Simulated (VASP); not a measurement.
# BaS in VASP: settings compared

Aim: see how the results for BaS move with the level of theory and the settings. Levels: PBE, r2SCAN. Tasks: single point.

All numbers are computed with VASP 6.6.1; they aren't measurements. Logs are shortened: lines on timing, memory, paths and dates and some standing lists are left out, and cuts for length are marked.

### Step 1. The cell of the first run

The structure is cubic, space group Pm-3m (No. 221). Conventional cell: a = 3.821 Å, b = 3.821 Å, c = 3.821 Å, α = 90.00°, β = 90.00°, γ = 90.00°. Ba (site symmetry m-3m) has 8 S at 3.31 Å and 6 Ba at 3.82 Å within 4.4 Å. Within 4.4 Å of S (site symmetry m-3m) lie 8 Ba at 3.31 Å and 6 S at 3.82 Å.

### Step 2. Single point, PBE (strain -0.3%)

File INCAR:

```
SYSTEM = BaS
PREC = Accurate ; ENCUT = 520
EDIFF = 1E-7 ; ISMEAR = -1
SIGMA = 0.02 ; LREAL = .FALSE.
LASPH = .TRUE. ; NELM = 60
ALGO = Normal ; ISIF = 2
LWAVE = .FALSE. ; LCHARG = .FALSE.
GGA = PE ; NBANDS = 15
```

File KPOINTS:

```
regular mesh
0
G
  6 6 6
  0 0 0
```

File POSCAR:

```
BaS
1.0
    3.8207234874      0.0000000000      0.0000000000
    0.0000000000      3.8207234874      0.0000000000
    0.0000000000      0.0000000000      3.8207234874
Ba S
1 1
Direct
    0.0000000000      0.0000000000      0.0000000000
    0.5000000000      0.5000000000      0.5000000000
```

Potentials or basis: VASP PAW PBE potentials, release 64 (Ba_sv, S).

The run is started by

```bash
cat potpaw_PBE.64/Ba_sv/POTCAR potpaw_PBE.64/S/POTCAR > POTCAR
mpirun -np 1 vasp_std > vasp.out
```

OUTCAR:

```text
SYSTEM = BaS
   PREC = Accurate
   ENCUT = 520
   EDIFF = 1E-7
   ISMEAR = -1
   LREAL = .FALSE.
   LASPH = .TRUE.
   NELM = 60
   ISIF = 2
   GGA = PE

 ion  position               nearest neighbor table
   1  0.000  0.000  0.000-   2 3.31   2 3.31   2 3.31   2 3.31   2 3.31   2 3.31   2 3.31   2 3.31

   2  0.500  0.500  0.500-   1 3.31   1 3.31   1 3.31   1 3.31   1 3.31   1 3.31   1 3.31   1 3.31

  LATTYP: Found a simple cubic cell.
 ALAT       =     3.8207234874

  Lattice vectors:

 A1 = (   3.8207234874,   0.0000000000,   0.0000000000)
 A2 = (   0.0000000000,   3.8207234874,   0.0000000000)
 A3 = (   0.0000000000,   0.0000000000,   3.8207234874)

Analysis of symmetry for initial positions (statically):
=====================================================================
 Subroutine PRICEL returns:
 Original cell was already a primitive cell.

 Routine SETGRP: Setting up the symmetry group for a
 simple cubic supercell.

 Subroutine GETGRP returns: Found 48 space group operations
 (whereof 48 operations were pure point group operations)
 out of a pool of 48 trial point group operations.

The static configuration has the point symmetry O_h .

Analysis of symmetry for dynamics (positions and initial velocities):
=====================================================================
 Subroutine PRICEL returns:
 Original cell was already a primitive cell.

 Routine SETGRP: Setting up the symmetry group for a
 simple cubic supercell.

 Subroutine GETGRP returns: Found 48 space group operations
 (whereof 48 operations were pure point group operations)
 out of a pool of 48 trial point group operations.

The dynamic configuration has the point symmetry O_h .

 Subroutine INISYM returns: Found 48 space group operations
 (whereof 48 operations are pure point group operations),
 and found     1 'primitive' translations

----------------------------------------------------------------------------------------

                                     Primitive cell

  volume of cell :      55.7746

  direct lattice vectors                    reciprocal lattice vectors
     3.820723487  0.000000000  0.000000000     0.261730534  0.000000000  0.000000000
     0.000000000  3.820723487  0.000000000     0.000000000  0.261730534  0.000000000
     0.000000000  0.000000000  3.820723487     0.000000000  0.000000000  0.261730534

  length of vectors
     3.820723487  3.820723487  3.820723487     0.261730534  0.261730534  0.261730534

  position of ions in fractional coordinates (direct lattice)
     0.000000000  0.000000000  0.000000000
     0.500000000  0.500000000  0.500000000

  ion indices of the primitive-cell ions
   primitive index   ion index
                 1           1
                 2           2

----------------------------------------------------------------------------------------

 KPOINTS: regular mesh

Automatic generation of k-mesh.
 Grid dimensions read from file:
 generate k-points for:    6    6    6

 Generating k-lattice:

  Cartesian coordinates                     Fractional coordinates (reciprocal lattice)
     0.043621756  0.000000000  0.000000000     0.166666667  0.000000000  0.000000000
     0.000000000  0.043621756  0.000000000     0.000000000  0.166666667  0.000000000
     0.000000000  0.000000000  0.043621756     0.000000000  0.000000000  0.166666667

  Length of vectors
     0.043621756  0.043621756  0.043621756

  Shift w.r.t. Gamma in fractional coordinates (k-lattice)
     0.000000000  0.000000000  0.000000000

 Subroutine IBZKPT returns following result:
 ===========================================

 Found     20 irreducible k-points:

 Following reciprocal coordinates:
            Coordinates               Weight
  0.000000  0.000000  0.000000      1.000000
  0.166667  0.000000  0.000000      6.000000
  0.333333  0.000000  0.000000      6.000000
  0.500000  0.000000  0.000000      3.000000
  0.166667  0.166667  0.000000     12.000000
  0.333333  0.166667  0.000000     24.000000
[... 12 lines left out ...]
  0.500000  0.500000  0.333333      6.000000
  0.500000  0.500000  0.500000      1.000000
   k-points           NKPTS =     20   k-points in BZ     NKDIM =     20   number of bands    NBANDS=     15
   number of dos      NEDOS =    301   number of ions     NIONS =      2
   total plane-waves  NPLWV =  21952
   dimension x,y,z NGX =    28 NGY =   28 NGZ =   28
   dimension x,y,z NGXF=    56 NGYF=   56 NGZF=   56
   ions per type =               1   1
   NGX,Y,Z   is equivalent  to a cutoff of  12.18, 12.18, 12.18 a.u.
   NGXF,Y,Z  is equivalent  to a cutoff of  24.37, 24.37, 24.37 a.u.
 SYSTEM =  BaS
   PREC   = accura    normal or accurate (medium, high low for compatibility)
   ISTART =      0    job   : 0-new  1-cont  2-samecut
   ICHARG =      2    charge: 1-file 2-atom 10-const
   ISPIN  =      1    spin polarized calculation?
   LNONCOLLINEAR =      F non collinear calculations
   LSORBIT =      F    spin-orbit coupling
   LASPH  =      T    aspherical Exc in radial PAW
   ENCUT  =  520.0 eV  38.22 Ry    6.18 a.u.   7.10  7.10  7.10*2*pi/ulx,y,z
   NELM   =     60;   NELMIN=  2; NELMDL= -5     # of ELM steps
   EDIFF  = 0.1E-06   stopping-criterion for ELM
   LREAL  =      F    real-space projection
   EDIFFG = 0.1E-05   stopping-criterion for IOM
   NSW    =      0    number of steps for IOM
   IBRION =     -1    ionic relax: 0-MD 1-quasi-New 2-CG
   NFREE  =      0    steps in history (QN), initial steepest desc. (CG)
   ISIF   =      2    stress and relaxation
   ISYM   =      2    0-nonsym 1-usesym 2-fastsym
   POTIM  = 0.5000    time-step for ionic-motion
   TEBEG  =    0.0;   TEEND  =   0.0 temperature during run
   PSTRESS=    0.0 pullay stress
   NELECT =      16.0000    total number of electrons
   NUPDOWN=      -1.0000    fix difference up-down
   EMIN   =  10.00;   EMAX   =-10.00  energy-range for DOS
   EFERMI =   0.00;   METHOD = LEGACY
   ISMEAR =    -1;   SIGMA  =   0.02  broadening in eV -4-tet -1-fermi 0-gaus
   EFERMI_NEDOS =   21; number of points for ismear=-14 and -15
   IALGO  =     38    algorithm
   IMIX   =      4    mixing-type and parameters
     AMIX     =   0.40;   BMIX     =  1.00
     AMIX_MAG =   1.60;   BMIX_MAG =  1.00
  volume/ion in A,a.u.               =      27.89       188.19
  Fermi-wavevector in a.u.,A,eV,Ry     =   1.079699  2.040335 15.860980  1.165749
  Thomas-Fermi vector in A             =   2.215670
   LORBIT       =      0    0 simple, 1 ext, 2 COOP (PROOUT), +10 PAW based schemes
   GGA     = PE    functional components
   LHFCALC =     F    Hartree Fock is set to
   AEXX    =    0.0000 exact exchange contribution
   IVDW    =     0    specifies the selected vdW correction
   LEPSILON=     F    determine dielectric tensor
   LRPA    =     F    only Hartree local field effects (RPA)
 non-spin polarized calculation
  energy-cutoff  :      520.00
  volume of cell :       55.77
 maximum number of plane-waves:      1518
   NGX = 15   NGY = 15   NGZ = 15

 number of electron      15.9999997 magnetization

 Free energy of the ion-electron system (eV)
  ---------------------------------------------------
  ext. energy  EPLUGINS =         0.00000000
  ---------------------------------------------------
  free energy    TOTEN  =        -9.74198061 eV

  energy without entropy =       -9.74198061  energy(sigma->0) =       -9.74198061

 E-fermi :   3.6034     XC(G=0):  -9.4504

 val. band max:        3.0984592101   @ k =   0.5000   0.5000   0.0000
 cond. band min:       4.5176538705   @ k =   0.0000   0.0000   0.0000
 fundamental gap:      1.4191946604
 Fermi energy:         3.6034358647

 k-point     1 :       0.0000    0.0000    0.0000
  band No.  band energies     occupation
      1     -24.0285      2.00000
      2      -8.8178      2.00000
      3      -8.8178      2.00000
      4      -8.8178      2.00000
      5      -7.9956      2.00000
      6       2.9944      2.00000
      7       2.9944      2.00000
      8       2.9944      2.00000
      9       4.5177      0.00000
     10       4.5177      0.00000
     11       7.0308      0.00000
     12       9.6890      0.00000
     13       9.6890      0.00000
     14       9.6890      0.00000
     15      14.0518      0.00000

 k-point     2 :       0.1667    0.0000    0.0000
  band No.  band energies     occupation
      1     -24.0051      2.00000
      2      -9.3806      2.00000
      3      -8.7867      2.00000
      4      -8.7867      2.00000
      5      -7.5170      2.00000
      6       1.9735      2.00000
      7       2.8333      2.00000
      8       2.8333      2.00000
      9       4.7167      0.00000
     10       5.5655      0.00000
     11       7.9829      0.00000
     12       9.6940      0.00000
     13       9.6940      0.00000
     14       9.8498      0.00000
     15      12.3848      0.00000

 k-point     3 :       0.3333    0.0000    0.0000
  band No.  band energies     occupation
      1     -23.9576      2.00000
      2     -10.0537      2.00000
      3      -8.7230      2.00000
      4      -8.7230      2.00000
      5      -6.9654      2.00000
      6       0.6855      2.00000
      7       2.5117      2.00000
      8       2.5117      2.00000
      9       5.2167      0.00000
     10       7.7398      0.00000
     11       9.5355      0.00000
     12       9.9148      0.00000
     13       9.9148      0.00000
     14      10.2313      0.00000
     15      10.4363      0.00000
[... 271 lines left out ...]
 k-point    19 :       0.5000    0.5000    0.3333
  band No.  band energies     occupation
      1     -23.7839      2.00000
      2      -9.5138      2.00000
      3      -9.5138      2.00000
      4      -9.2595      2.00000
      5      -7.2859      2.00000
      6       0.5922      2.00000
      7       0.5922      2.00000
      8       0.7873      2.00000
      9       8.5869      0.00000
     10       9.2151      0.00000
     11       9.2151      0.00000
     12       9.6664      0.00000
     13      12.1935      0.00000
     14      12.3526      0.00000
     15      12.3526      0.00000

 k-point    20 :       0.5000    0.5000    0.5000
  band No.  band energies     occupation
      1     -23.7628      2.00000
      2      -9.4606      2.00000
      3      -9.4606      2.00000
      4      -9.4606      2.00000
      5      -7.1794      2.00000
      6       0.2786      2.00000
      7       0.2786      2.00000
      8       0.2786      2.00000
      9      10.5043      0.00000
     10      10.5043      0.00000
     11      10.5043      0.00000
     12      10.9491      0.00000
     13      10.9491      0.00000
     14      10.9491      0.00000
     15      12.2541      0.00000

------------------------ aborting loop because EDIFF is reached ----------------------------------------

  FORCE on cell =-STRESS in cart. coord.  units (eV):
  Direction    XX          YY          ZZ          XY          YZ          ZX
  --------------------------------------------------------------------------------------
  -------------------------------------------------------------------------------------
  Total        0.6053503      0.6053503      0.6053503     -0.0000000      0.0000000     -0.0000000
  in kB       17.3892382     17.3892382     17.3892382     -0.0000000      0.0000000     -0.0000000
  external PRESSURE =      17.3892382 kB  Pullay stress =       0.0000000 kB

 VOLUME and BASIS-vectors are now :
 -----------------------------------------------------------------------------
  energy-cutoff  :      520.00
  volume of cell :       55.77
      direct lattice vectors                 reciprocal lattice vectors
     3.820723487  0.000000000  0.000000000     0.261730534  0.000000000  0.000000000
     0.000000000  3.820723487  0.000000000     0.000000000  0.261730534  0.000000000
     0.000000000  0.000000000  3.820723487     0.000000000  0.000000000  0.261730534

 POSITION                                       TOTAL-FORCE (eV/Angst)
 -----------------------------------------------------------------------------------
      0.00000      0.00000      0.00000         0.000000      0.000000      0.000000
      1.91036      1.91036      1.91036         0.000000      0.000000      0.000000
 -----------------------------------------------------------------------------------
    total drift:                                0.000000      0.000000      0.000000

  FREE ENERGIE OF THE ION-ELECTRON SYSTEM (eV)
  ---------------------------------------------------
  free  energy   TOTEN  =        -9.7419806116 eV

  energy  without entropy=       -9.7419806116  energy(sigma->0) =       -9.74198061
```

It took 8.7 s on 1 thread of Intel Xeon Platinum 8488C (Sapphire Rapids), shared host; peak memory 0.16 GiB.

Results:

```
Free energy            : -9.7420 eV
Pressure               : 1.7 GPa
Band gap on the k mesh : 1.42 eV, indirect (least direct gap 1.52 eV)
```

Caveat: the cell differs from its parent crystal (strain -0.3%); spin-orbit coupling is left out, which moves the levels of the heavy elements. A k mesh can miss the band edges.

### Step 3. Single point, r2SCAN (strain -0.3%)

POSCAR is that of step 2.

File INCAR.step1:

```
PREC = Accurate ; ENCUT = 520
ISMEAR = 0 ; SIGMA = 0.01
LREAL = F ; LASPH = T
NELM = 100 ; NBANDS = 15
GGA = PE ; ALGO = Normal
EDIFF = 1E-4 ; LWAVE = T
LCHARG = F
```

File INCAR.step2:

```
PREC = Accurate ; ENCUT = 520
EDIFF = 1E-7 ; ISMEAR = 0
SIGMA = 0.01 ; LREAL = F
LASPH = T ; NELM = 100
ALGO = Normal ; ISIF = 2
LWAVE = F ; LCHARG = F
METAGGA = R2SCAN ; LMIXTAU = T
NBANDS = 15 ; ISTART = 1
```

File KPOINTS:

```
regular mesh
0
Gamma
  6 6 6
```

Potentials or basis: VASP PAW PBE potentials, release 64 (Ba_sv, S).

The run is started by

```bash
cat potpaw_PBE.64/Ba_sv/POTCAR potpaw_PBE.64/S/POTCAR > POTCAR
cp INCAR.step1 INCAR
mpirun -np 1 vasp_std > vasp.out
cp INCAR.step2 INCAR
mpirun -np 1 vasp_std > vasp.out
```

It took 43 s on 1 thread of Intel Xeon Platinum 8488C (Sapphire Rapids), shared host; peak memory 0.17 GiB.

It converged, with:

```yaml
Free_energy: -38.7978 eV
Pressure: 1.5 GPa
Band_gap_on_the_k_mesh: 1.79 eV, indirect (least direct gap 1.89 eV)
```

Levels at points of the mesh, in eV from the valence-band top:
| k point | band 4 | band 5 | band 6 | band 7 | band 8 | band 9 | band 10 | band 11 | band 12 | band 13 |
| --- | --- | --- | --- | --- | --- | --- | --- | --- | --- | --- |
| (0.00, 0.00, 0.00) | -12.32 | -11.55 | -0.10 | -0.10 | -0.10 | 1.79 | 1.79 | 4.78 | 7.10 | 7.10 |
| (0.50, 0.00, 0.00) | -12.19 | -10.22 | -2.92 | -0.74 | -0.74 | 2.86 | 6.66 | 7.04 | 7.66 | 7.66 |
| (0.50, 0.50, 0.00) | -12.09 | -11.12 | -1.40 | -1.40 | 0.00 | 2.67 | 3.91 | 4.81 | 4.81 | 9.41 |
| (0.50, 0.50, 0.50) | -12.95 | -10.71 | -2.85 | -2.85 | -2.85 | 8.02 | 8.02 | 8.02 | 8.51 | 8.51 |

Caveat: the cell differs from its parent crystal (strain -0.3%); the PAW data sets were made with another functional, which shifts forces and pressure a little; spin-orbit coupling is left out, which moves the levels of the heavy elements.

(Part 1 of 2 ends here.)
